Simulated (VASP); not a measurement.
# Si (P2_1/m) in VASP: a series of runs

Runs on Si. Level: PBE. Tasks: single point.

Program: VASP 6.6.1. These are calculated values, not measurements. Logs are shortened: lines on timing, memory, paths and dates and some standing lists are left out, and cuts for length are marked.

### 1 The cell of the first run

Symmetry: P2_1/m, No. 11, monoclinic system. The conventional cell has a = 3.716 Å, b = 6.365 Å, c = 3.888 Å, α = 90.00°, β = 117.40°, γ = 90.00°. Si (site symmetry 1) has 4 Si at 2.31 to 2.44 Å within 3.1 Å.

### 2 Single point, PBE (engineering shear strain xy -0.0200, strain +e along x and -e along y -0.0350)

INCAR

```
PREC     = Accurate       # precision mode
ENCUT    = 520            # plane-wave cutoff, eV
EDIFF    = 1E-6           # SCF threshold, eV
ISMEAR   = 0              # smearing method
SIGMA    = 0.05           # smearing width, eV
LREAL    = F              # projectors in reciprocal space
LASPH    = T              # aspherical terms in the spheres
NELM     = 60             # most SCF steps
ALGO     = Normal         # electronic algorithm
ISIF     = 2              # what is computed and relaxed
LWAVE    = F              # write WAVECAR
LCHARG   = T              # write CHGCAR
GGA      = PE             # functional
LELF     = T              # ELF
LVHAR    = T            
NBANDS   = 16             # bands
```

KPOINTS

```
Automatic mesh
0
Gamma
  12 12 6
```

POSCAR

```
Si
1.0
    3.7162943274     -0.0385108220      0.0000000000
   -1.8914985139      3.4711201580      0.0000000000
    0.0000000000      0.0000000000      6.3646810974
Si
4
Direct
    0.3333333333      0.6666666667      0.0629320729
    0.6666666667      0.3333333333      0.5629320729
    0.3333333333      0.6666666667      0.4370679271
    0.6666666667      0.3333333333      0.9370679271
```

Potentials or basis: VASP PAW PBE potentials, release 64 (Si).

Started as:

```console
> cat potpaw_PBE.64/Si/POTCAR > POTCAR
> mpirun -np 1 vasp_std > vasp.out
```

OUTCAR:

```text
PREC = Accurate
   ENCUT = 520
   EDIFF = 1E-6
   ISMEAR = 0
   LREAL = F
   LASPH = T
   NELM = 60
   ISIF = 2
   GGA = PE

 ion  position               nearest neighbor table
   1  0.333  0.667  0.063-   4 2.31   4 2.35   3 2.38   4 2.44
   2  0.667  0.333  0.563-   3 2.31   3 2.35   4 2.38   3 2.44
   3  0.333  0.667  0.437-   2 2.31   2 2.35   1 2.38   2 2.44
   4  0.667  0.333  0.937-   1 2.31   1 2.35   2 2.38   1 2.44

  LATTYP: Found a simple monoclinic cell.
 ALAT       =     3.7164938600
 B/A-ratio  =     1.7125498756
 C/A-ratio  =     1.0460138108
 COS(beta)  =    -0.4602255625

  Lattice vectors:

 A1 = (   3.7162943274,  -0.0385108220,   0.0000000000)
 A2 = (   0.0000000000,   0.0000000000,   6.3646810974)
 A3 = (  -1.8247958135,  -3.4326093360,   0.0000000000)

Analysis of symmetry for initial positions (statically):
=====================================================================
 Subroutine PRICEL returns:
 Original cell was already a primitive cell.

 Routine SETGRP: Setting up the symmetry group for a
 simple monoclinic supercell.

 Subroutine GETGRP returns: Found  4 space group operations
 (whereof  2 operations were pure point group operations)
 out of a pool of  4 trial point group operations.

The static configuration has the point symmetry S_2 .
 The point group associated with its full space group is C_2h.

Analysis of symmetry for dynamics (positions and initial velocities):
=====================================================================
 Subroutine PRICEL returns:
 Original cell was already a primitive cell.

 Routine SETGRP: Setting up the symmetry group for a
 simple monoclinic supercell.

 Subroutine GETGRP returns: Found  4 space group operations
 (whereof  2 operations were pure point group operations)
 out of a pool of  4 trial point group operations.

The dynamic configuration has the point symmetry S_2 .
 The point group associated with its full space group is C_2h.

 Subroutine INISYM returns: Found  4 space group operations
 (whereof  2 operations are pure point group operations),
 and found     1 'primitive' translations

----------------------------------------------------------------------------------------

                                     Primitive cell

  volume of cell :      81.6389

  direct lattice vectors                    reciprocal lattice vectors
     3.716294327 -0.038510822  0.000000000     0.270613376  0.147463866  0.000000000
    -1.891498514  3.471120158  0.000000000     0.003002357  0.289727497  0.000000000
     0.000000000  0.000000000  6.364681097     0.000000000  0.000000000  0.157117063

  length of vectors
     3.716493860  3.953029443  6.364681097     0.308183697  0.289743053  0.157117063

  position of ions in fractional coordinates (direct lattice)
     0.333333333  0.666666667  0.062932073
     0.666666667  0.333333333  0.562932073
     0.333333333  0.666666667  0.437067927
     0.666666667  0.333333333  0.937067927

  ion indices of the primitive-cell ions
   primitive index   ion index
                 1           1
                 2           2
                 3           3
                 4           4

----------------------------------------------------------------------------------------

 KPOINTS: Automatic mesh

Automatic generation of k-mesh.
 Grid dimensions read from file:
 generate k-points for:   12   12    6

 Generating k-lattice:

  Cartesian coordinates                     Fractional coordinates (reciprocal lattice)
     0.022551115  0.012288656  0.000000000     0.083333333  0.000000000  0.000000000
     0.000250196  0.024143958  0.000000000     0.000000000  0.083333333  0.000000000
     0.000000000  0.000000000  0.026186177     0.000000000  0.000000000  0.166666667

  Length of vectors
     0.025681975  0.024145254  0.026186177

  Shift w.r.t. Gamma in fractional coordinates (k-lattice)
     0.000000000  0.000000000  0.000000000

 Subroutine IBZKPT returns following result:
 ===========================================

 Found    296 irreducible k-points:

 Following reciprocal coordinates:
            Coordinates               Weight
  0.000000  0.000000  0.000000      1.000000
  0.083333 -0.000000  0.000000      2.000000
  0.166667  0.000000  0.000000      2.000000
  0.250000  0.000000  0.000000      2.000000
  0.333333 -0.000000  0.000000      2.000000
  0.416667  0.000000  0.000000      2.000000
[... 16 lines left out ...]
  0.250000  0.166667  0.000000      2.000000
  0.333333  0.166667  0.000000      2.000000
 [... further k-points ...]
   k-points           NKPTS =    296   k-points in BZ     NKDIM =    296   number of bands    NBANDS=     16
   number of dos      NEDOS =    301   number of ions     NIONS =      4
   total plane-waves  NPLWV =  40320
   dimension x,y,z NGX =    28 NGY =   30 NGZ =   48
   dimension x,y,z NGXF=    56 NGYF=   60 NGZF=   96
   ions per type =               4
   NGX,Y,Z   is equivalent  to a cutoff of  12.52, 12.62, 12.54 a.u.
   NGXF,Y,Z  is equivalent  to a cutoff of  25.05, 25.23, 25.08 a.u.
 SYSTEM =  unknown system
   PREC   = accura    normal or accurate (medium, high low for compatibility)
   ISTART =      0    job   : 0-new  1-cont  2-samecut
   ICHARG =      2    charge: 1-file 2-atom 10-const
   ISPIN  =      1    spin polarized calculation?
   LNONCOLLINEAR =      F non collinear calculations
   LSORBIT =      F    spin-orbit coupling
   LASPH  =      T    aspherical Exc in radial PAW
   ENCUT  =  520.0 eV  38.22 Ry    6.18 a.u.   6.91  7.35 11.83*2*pi/ulx,y,z
   NELM   =     60;   NELMIN=  2; NELMDL= -5     # of ELM steps
   EDIFF  = 0.1E-05   stopping-criterion for ELM
   LREAL  =      F    real-space projection
   EDIFFG = 0.1E-04   stopping-criterion for IOM
   NSW    =      0    number of steps for IOM
   IBRION =     -1    ionic relax: 0-MD 1-quasi-New 2-CG
   NFREE  =      0    steps in history (QN), initial steepest desc. (CG)
   ISIF   =      2    stress and relaxation
   ISYM   =      2    0-nonsym 1-usesym 2-fastsym
   POTIM  = 0.5000    time-step for ionic-motion
   TEBEG  =    0.0;   TEEND  =   0.0 temperature during run
   PSTRESS=    0.0 pullay stress
   NELECT =      16.0000    total number of electrons
   NUPDOWN=      -1.0000    fix difference up-down
   EMIN   =  10.00;   EMAX   =-10.00  energy-range for DOS
   EFERMI =   0.00;   METHOD = LEGACY
   ISMEAR =     0;   SIGMA  =   0.05  broadening in eV -4-tet -1-fermi 0-gaus
   EFERMI_NEDOS =   21; number of points for ismear=-14 and -15
   IALGO  =     38    algorithm
   IMIX   =      4    mixing-type and parameters
     AMIX     =   0.40;   BMIX     =  1.00
     AMIX_MAG =   1.60;   BMIX_MAG =  1.00
  volume/ion in A,a.u.               =      20.41       137.73
  Fermi-wavevector in a.u.,A,eV,Ry     =   0.950931  1.797000 12.303345  0.904270
  Thomas-Fermi vector in A             =   2.079354
   LORBIT       =      0    0 simple, 1 ext, 2 COOP (PROOUT), +10 PAW based schemes
   GGA     = PE    functional components
   LHFCALC =     F    Hartree Fock is set to
   AEXX    =    0.0000 exact exchange contribution
   IVDW    =     0    specifies the selected vdW correction
   LEPSILON=     F    determine dielectric tensor
   LRPA    =     F    only Hartree local field effects (RPA)
 non-spin polarized calculation
 Gauss-broadening in eV      SIGMA  =   0.05
  energy-cutoff  :      520.00
  volume of cell :       81.64
 maximum number of plane-waves:      2220
   NGX = 13   NGY = 15   NGZ = 23

 number of electron      16.0000000 magnetization

 Free energy of the ion-electron system (eV)
  ---------------------------------------------------
  ext. energy  EPLUGINS =         0.00000000
  ---------------------------------------------------
  free energy    TOTEN  =       -21.54088267 eV

  energy without entropy =      -21.54081363  energy(sigma->0) =      -21.54084815

 E-fermi :   6.0237     XC(G=0):  -9.3309

 val. band max:        6.0075868990   @ k =   0.5000   0.0000   0.0000
 cond. band min:       6.0440656641   @ k =   0.0000   0.0000   0.0000
 fundamental gap:      0.0364787651
 Fermi energy:         6.0237099373

 k-point     1 :       0.0000    0.0000    0.0000
  band No.  band energies     occupation
      1      -6.2149      2.00000
      2      -3.9732      2.00000
      3      -1.2637      2.00000
      4       4.1958      2.00000
      5       4.5798      2.00000
      6       5.5426      2.00000
[... 8 lines left out ...]
     15      10.5790      0.00000
     16      11.4896      0.00000

 k-point     2 :       0.0833   -0.0000    0.0000
  band No.  band energies     occupation
      1      -6.1297      2.00000
      2      -3.8862      2.00000
      3      -1.2165      2.00000
      4       3.7881      2.00000
      5       4.1240      2.00000
      6       5.3437      2.00000
[... 8 lines left out ...]
     15      10.8171      0.00000
     16      11.3212      0.00000

 k-point     3 :       0.1667    0.0000    0.0000
  band No.  band energies     occupation
      1      -5.8760      2.00000
      2      -3.6265      2.00000
      3      -1.1018      2.00000
      4       2.6694      2.00000
      5       3.6524      2.00000
      6       4.1669      2.00000
[... 8 lines left out ...]
     15      10.8915      0.00000
     16      11.3135      0.00000

 k-point     4 :       0.2500    0.0000    0.0000
  band No.  band energies     occupation
      1      -5.4604      2.00000
      2      -3.1991      2.00000
      3      -1.0429      2.00000
      4       1.6307      2.00000
      5       2.8510      2.00000
      6       3.2149      2.00000
[... 8 lines left out ...]
     15      11.9266      0.00000
     16      11.9936      0.00000

 k-point     5 :       0.3333   -0.0000    0.0000
  band No.  band energies     occupation
      1      -4.8995      2.00000
      2      -2.6164      2.00000
      3      -1.3446      2.00000
      4       1.1238      2.00000
      5       1.5830      2.00000
      6       2.8695      2.00000
[... 8 lines left out ...]
     15      12.4404      0.00000
     16      13.3145      0.00000

 k-point     6 :       0.4167    0.0000    0.0000
  band No.  band energies     occupation
      1      -4.2472      2.00000
      2      -2.0490      2.00000
      3      -1.9231      2.00000
      4       0.4632      2.00000
      5       1.2166      2.00000
      6       2.6424      2.00000
[... 8 lines left out ...]
     15      12.3317      0.00000
     16      13.5469      0.00000
[... 267 lines left out ...]
 k-point    21 :       0.0833    0.1667    0.0000
  band No.  band energies     occupation
      1      -5.6934      2.00000
      2      -3.4400      2.00000
      3      -1.1213      2.00000
      4       1.7994      2.00000
      5       3.1252      2.00000
      6       3.5552      2.00000
[... 8 lines left out ...]
     15      10.7912      0.00000
     16      11.7494      0.00000

 k-point    22 :       0.1667    0.1667    0.0000
  band No.  band energies     occupation
      1      -5.3020      2.00000
      2      -3.0370      2.00000
      3      -1.1675      2.00000
      4       1.4259      2.00000
      5       2.3389      2.00000
      6       2.6130      2.00000
[... 8 lines left out ...]
     15      11.2060      0.00000
     16      12.2707      0.00000

 k-point    23 :       0.2500    0.1667    0.0000
  band No.  band energies     occupation
      1      -4.7652      2.00000
      2      -2.4792      2.00000
      3      -1.4842      2.00000
      4       1.3143      2.00000
      5       1.4375      2.00000
      6       1.9108      2.00000
[... 8 lines left out ...]
     15      12.4478      0.00000
     16      12.6766      0.00000

 k-point    24 :       0.3333    0.1667    0.0000
  band No.  band energies     occupation
      1      -4.1216      2.00000
      2      -2.0962      2.00000
      3      -1.7969      2.00000
      4       0.4782      2.00000
      5       1.2432      2.00000
      6       1.8294      2.00000
[... 8 lines left out ...]
     15      12.2715      0.00000
     16      12.6758      0.00000

 [... further k-points ...]

------------------------ aborting loop because EDIFF is reached ----------------------------------------

  FORCE on cell =-STRESS in cart. coord.  units (eV):
  Direction    XX          YY          ZZ          XY          YZ          ZX
  --------------------------------------------------------------------------------------
  -------------------------------------------------------------------------------------
  Total        3.2498808     -2.7198468     -0.0034626      0.8891471      0.0000000      0.0000000
  in kB       63.7794802    -53.3774704     -0.0679547     17.4496670      0.0000000      0.0000000
  external PRESSURE =       3.4446850 kB  Pullay stress =       0.0000000 kB

 VOLUME and BASIS-vectors are now :
 -----------------------------------------------------------------------------
  energy-cutoff  :      520.00
  volume of cell :       81.64
      direct lattice vectors                 reciprocal lattice vectors
     3.716294327 -0.038510822  0.000000000     0.270613376  0.147463866  0.000000000
    -1.891498514  3.471120158  0.000000000     0.003002357  0.289727497  0.000000000
     0.000000000  0.000000000  6.364681097     0.000000000  0.000000000  0.157117063

 POSITION                                       TOTAL-FORCE (eV/Angst)
 -----------------------------------------------------------------------------------
     -0.02223      2.30124      0.40054         0.192070      0.475721      0.040943
      1.84703      1.13137      3.58288        -0.192070     -0.475721      0.040943
     -0.02223      2.30124      2.78180         0.192070      0.475721     -0.040943
      1.84703      1.13137      5.96414        -0.192070     -0.475721     -0.040943
 -----------------------------------------------------------------------------------
    total drift:                               -0.000000     -0.000000      0.000000

  FREE ENERGIE OF THE ION-ELECTRON SYSTEM (eV)
  ---------------------------------------------------
  free  energy   TOTEN  =       -21.5408826718 eV

  energy  without entropy=      -21.5408136339  energy(sigma->0) =      -21.54084815
```

Wall time 2 min (1 thread of Intel Xeon 6975P-C (Granite Rapids), shared host); peak memory 0.38 GiB.

Results:

```
Free energy            : -21.5409 eV
Pressure               : 0.3 GPa
Largest force          : 0.515 eV/Å
Band gap on the k mesh : zero (bands 8 and 9 overlap by 0.04 eV)
```

Forces on the atoms (eV/Å):
```
Si   0.192  0.476  0.041
Si  -0.192 -0.476  0.041
Si   0.192  0.476 -0.041
Si  -0.192 -0.476 -0.041
```

Stress tensor (GPa, compression positive):
```
 6.38  1.74  0.00
 1.74 -5.34  0.00
 0.00  0.00 -0.01
```

Caveat: the cell differs from its parent crystal (engineering shear strain xy -0.0200, strain +e along x and -e along y -0.0350); semilocal functionals underestimate gaps, so a narrow gap can read as zero.

### 3 Single point, PBE (engineering shear strain xy -0.0200, strain +e along x and -e along y +0.0350)

INCAR

```
SYSTEM = Si
PREC = Accurate ; ENCUT = 520
EDIFF = 1E-6 ; ISMEAR = 0
SIGMA = 0.05 ; LREAL = .FALSE.
LASPH = .TRUE. ; NELM = 60
ALGO = Normal ; ISIF = 2
LWAVE = .FALSE. ; LCHARG = .FALSE.
GGA = PE ; NBANDS = 16
```

KPOINTS

```
regular mesh
0
G
  12 12 6
  0 0 0
```

Edit POSCAR of step 2 so:

```diff
@@ -2,4 +2,4 @@
 1.0
-    3.7162943274     -0.0385108220      0.0000000000
-   -1.8914985139      3.4711201580      0.0000000000
+    3.9858700817     -0.0385108220      0.0000000000
+   -2.0262863911      3.2376607065      0.0000000000
     0.0000000000      0.0000000000      6.3646810974
```

Potentials or basis: VASP PAW PBE potentials, release 64 (Si).

Started as:

```console
> cat potpaw_PBE.64/Si/POTCAR > POTCAR
> mpirun -np 1 vasp_std > vasp.out
```

It took 2.4 min on 1 thread of Intel Xeon 6975P-C (Granite Rapids), shared host; peak memory 0.38 GiB.

It converged, with:

| Property | Result |
| --- | --- |
| Free energy | -21.5392 eV |
| Pressure | 0.4 GPa |
| Largest force | 0.614 eV/Å |
| Band gap on the k mesh | zero (bands 8 and 9 overlap by 0.10 eV) |

Forces in eV/Å, atoms in the order of the input:
```
Si   0.117 -0.601  0.046
Si  -0.117  0.601  0.046
Si   0.117 -0.601 -0.046
Si  -0.117  0.601 -0.046
```

Stress tensor (GPa, compression positive):
```
-5.49  1.64  0.00
 1.64  6.56  0.00
 0.00  0.00  0.01
```

Levels at points of the mesh, in eV from the Fermi level:
```csv
k point,band 5,band 6,band 7,band 8,band 9,band 10,band 11,band 12
"(0.00, 0.00, 0.00)",-1.42,-0.39,-0.16,0.06,0.72,1.67,2.24,2.52
"(0.50, 0.00, 0.00)",-4.67,-3.12,-2.79,-1.36,0.52,2.42,2.97,3.17
"(0.00, 0.50, 0.00)",-4.52,-3.46,-3.00,-1.84,-0.04,1.72,2.70,2.88
"(0.50, 0.50, 0.00)",-4.73,-3.02,-2.68,-1.16,0.76,2.70,3.00,3.37
"(0.00, 0.00, 0.50)",-1.09,-1.09,-0.83,-0.83,1.54,1.54,2.60,2.60
"(0.50, 0.00, 0.50)",-2.55,-2.55,-2.26,-2.26,0.97,0.97,1.65,1.65
"(0.00, 0.50, 0.50)",-2.82,-2.82,-2.40,-2.40,0.47,0.47,1.66,1.66
"(0.50, 0.50, 0.50)",-2.56,-2.56,-2.09,-2.09,1.11,1.11,1.71,1.71
```

Caveat: the cell differs from its parent crystal (engineering shear strain xy -0.0200, strain +e along x and -e along y +0.0350); semilocal functionals underestimate gaps, so a narrow gap can read as zero.

(Part 1 of 2 ends here.)
